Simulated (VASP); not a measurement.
# BiS4 (P4/mmm) in VASP: notebook, part 2 of 2

VASP 6.6.1. The steps go on from the part before.

## 3. Relaxation of cell and atoms, PBE

This run uses another cell than the first one, of 32.89 Å³/atom.

Input file INCAR:

```
SYSTEM = BiS4
  PREC = Accurate
  ENCUT = 600
  EDIFF = 1E-6
  ISMEAR = 0
  SIGMA = 0.1
  LREAL = .FALSE.
  LASPH = .TRUE.
  NELM = 100
  ALGO = Fast
  ISIF = 3
  LWAVE = .FALSE.
  LCHARG = .FALSE.
  GGA = PE
  IBRION = 2
  NSW = 100
  EDIFFG = -0.01
```

Input file KPOINTS:

```
Automatic mesh
0
G
  6 6 10
  0 0 0
```

Input file POSCAR:

```
BiS4
1.0
    6.3780720917      0.0000000000      0.0000000000
    0.0000000000      6.3780720917      0.0000000000
    0.0000000000      0.0000000000      4.0424634506
Bi S
1 4
Direct
    0.0000000000      0.0000000000      0.5000000000
    0.6591077552      0.0000000000      0.0000000000
    0.3408922448      0.0000000000      0.0000000000
    0.0000000000      0.6591077552      0.0000000000
    0.0000000000      0.3408922448      0.0000000000
```

Potentials or basis: VASP PAW PBE potentials, release 64 (Bi_d, S).

Run with:

```bash
$ cat potpaw_PBE.64/Bi_d/POTCAR potpaw_PBE.64/S/POTCAR > POTCAR
$ mpirun -np 1 vasp_std > vasp.out
```

OUTCAR:

```text
SYSTEM = BiS4
   PREC = Accurate
   ENCUT = 600
   EDIFF = 1E-6
   ISMEAR = 0
   LREAL = .FALSE.
   LASPH = .TRUE.
   NELM = 100
   ISIF = 3
   GGA = PE
   IBRION = 2
   NSW = 100
   EDIFFG = -0.01

 ion  position               nearest neighbor table
   1  0.000  0.000  0.500-   2 2.97   3 2.97   4 2.97   5 2.97   2 2.97   3 2.97   4 2.97   5 2.97

   2  0.659  0.000  0.000-   3 2.03   1 2.97   1 2.97
   3  0.341  0.000  0.000-   2 2.03   1 2.97   1 2.97
   4  0.000  0.659  0.000-   5 2.03   1 2.97   1 2.97
   5  0.000  0.341  0.000-   4 2.03   1 2.97   1 2.97

  LATTYP: Found a simple tetragonal cell.
 ALAT       =     6.3780720917
 C/A-ratio  =     0.6338064845

  Lattice vectors:

 A1 = (   6.3780720917,   0.0000000000,   0.0000000000)
 A2 = (   0.0000000000,   6.3780720917,   0.0000000000)
 A3 = (   0.0000000000,   0.0000000000,   4.0424634506)

Analysis of symmetry for initial positions (statically):
=====================================================================
 Subroutine PRICEL returns:
 Original cell was already a primitive cell.
[... 182 lines left out ...]

  FORCE on cell =-STRESS in cart. coord.  units (eV):
  Direction    XX          YY          ZZ          XY          YZ          ZX
  --------------------------------------------------------------------------------------
  -------------------------------------------------------------------------------------
  Total       -0.1797979     -0.1797979     -0.0134888      0.0000000      0.0000000      0.0000000
  in kB       -1.7517421     -1.7517421     -0.1314188      0.0000000      0.0000000      0.0000000
  external PRESSURE =      -1.2116343 kB  Pullay stress =       0.0000000 kB
[... 260 lines left out ...]
--------------------------------------- Ionic step        8  -------------------------------------------

 number of electron      39.0000004 magnetization

 Free energy of the ion-electron system (eV)
  ---------------------------------------------------
  ext. energy  EPLUGINS =         0.00000000
  ---------------------------------------------------
  free energy    TOTEN  =       -19.20891374 eV

  energy without entropy =      -19.19575578  energy(sigma->0) =      -19.20233476

 E-fermi :   2.2019     XC(G=0):  -7.5002

 val. band max:        2.1623027359   @ k =   0.5000   0.1667   0.5000
 cond. band min:       2.2064457046   @ k =   0.5000   0.5000   0.0000
 fundamental gap:      0.0441429687
 Fermi energy:         2.2018894926

 k-point     1 :       0.0000    0.0000    0.0000
  band No.  band energies     occupation
      1     -21.4973      2.00000
      2     -21.4973      2.00000
      3     -21.4924      2.00000
      4     -21.4693      2.00000
      5     -21.4693      2.00000
      6     -13.4488      2.00000
[... 613 lines left out ...]
     22       3.6814      0.00000
     23       4.0162      0.00000

 [... further k-points ...]

------------------------ aborting loop because EDIFF is reached ----------------------------------------

  FORCE on cell =-STRESS in cart. coord.  units (eV):
  Direction    XX          YY          ZZ          XY          YZ          ZX
  --------------------------------------------------------------------------------------
  -------------------------------------------------------------------------------------
  Total       -0.0205834     -0.0205834     -0.0034347      0.0000000      0.0000000      0.0000000
  in kB       -0.2004764     -0.2004764     -0.0334533      0.0000000      0.0000000      0.0000000
  external PRESSURE =      -0.1448020 kB  Pullay stress =       0.0000000 kB
[... 20 lines left out ...]
  FREE ENERGIE OF THE ION-ELECTRON SYSTEM (eV)
  ---------------------------------------------------
  free  energy   TOTEN  =       -19.2089137408 eV

  energy  without entropy=      -19.1957557848  energy(sigma->0) =      -19.20233476

 reached required accuracy - stopping structural energy minimisation
```

OSZICAR:

```text
N       E                     dE             d eps       ncg     rms          rms(c)
DAV:   1     0.358655736974E+03    0.35866E+03   -0.18868E+04  2760   0.168E+03
DAV:   2     0.196158134662E+02   -0.33904E+03   -0.33394E+03  3341   0.369E+02
DAV:   3    -0.185658965216E+02   -0.38182E+02   -0.37462E+02  3576   0.131E+02
DAV:   4    -0.200261474605E+02   -0.14603E+01   -0.14470E+01  3260   0.295E+01
[... 65 lines left out ...]
RMM:   2    -0.192090266949E+02    0.45713E-03   -0.82393E-04  2915   0.214E-01    0.588E-02
RMM:   3    -0.192089176410E+02    0.10905E-03   -0.41350E-04  3168   0.143E-01    0.223E-02
RMM:   4    -0.192089113937E+02    0.62473E-05   -0.64679E-05  3379   0.646E-02    0.881E-03
RMM:   5    -0.192089132284E+02   -0.18347E-05   -0.21960E-05  3684   0.343E-02    0.564E-03
RMM:   6    -0.192089137408E+02   -0.51235E-06   -0.29285E-06  1799   0.138E-02
   8 F= -.19208914E+02 E0= -.19202335E+02  d E =-.101856E-03
```

Run time: 19 min. Hardware: 1 thread of Oxide Virtual Turin-like, shared host; peak memory 0.44 GiB.

Results:

```yaml
Free_energy: -19.2089 eV
Relaxed_volume: 32.90 Å³/atom
Relaxed_cell: a = 6.388 Å, b = 6.388 Å, c = 4.032 Å, α = 90.00°, β = 90.00°, γ = 90.00°
Space_group_after_relaxing_to_0.1_Å: P4/mmm (No. 123)
Energy_gained_by_relaxing: 0.5 meV/atom
Ionic_steps: 8
Pressure_after_relaxing: 0.0 GPa
Largest_force_after_relaxing: 0.003 eV/Å
Band_gap_on_the_k_mesh: zero (an odd number of electrons rules out a gap without spin polarisation)
```

Forces on the atoms (eV/Å):
```
Bi   0.000  0.000  0.000
S   -0.003  0.000  0.000
S    0.003  0.000  0.000
S    0.000 -0.003  0.000
S    0.000  0.003  0.000
```

The path:
```tsv
step	energy change (eV)	largest force (eV/Å)	pressure (GPa)	volume (Å³)
1	0.0000	0.1776	-0.12	164.45
2	-0.0010	0.1035	0.27	163.86
3	-0.0020	0.0168	0.10	164.10
4	-0.0024	0.0044	0.01	164.50
5	-0.0024	0.0011	-0.03	164.69
6	-0.0024	0.0026	-0.04	164.72
7	-0.0025	0.0002	-0.03	164.63
8	-0.0025	0.0033	-0.01	164.50
```

Final structure:
```xyz
5
Lattice="6.3876 0.0000 0.0000 0.0000 6.3876 0.0000 0.0000 0.0000 4.0317" Properties=species:S:1:pos:R:3 pbc="T T T"
Bi    6.3876    0.0000    2.0159
S     4.2025    0.0000    0.0000
S     2.1851    0.0000    4.0317
S     6.3876    4.2025    0.0000
S     6.3876    2.1851    0.0000
```

Caveat: spin-orbit coupling is left out, which moves the levels of the heavy elements.

The gap in the log of VASP goes by the Fermi energy; the results here count the filled bands.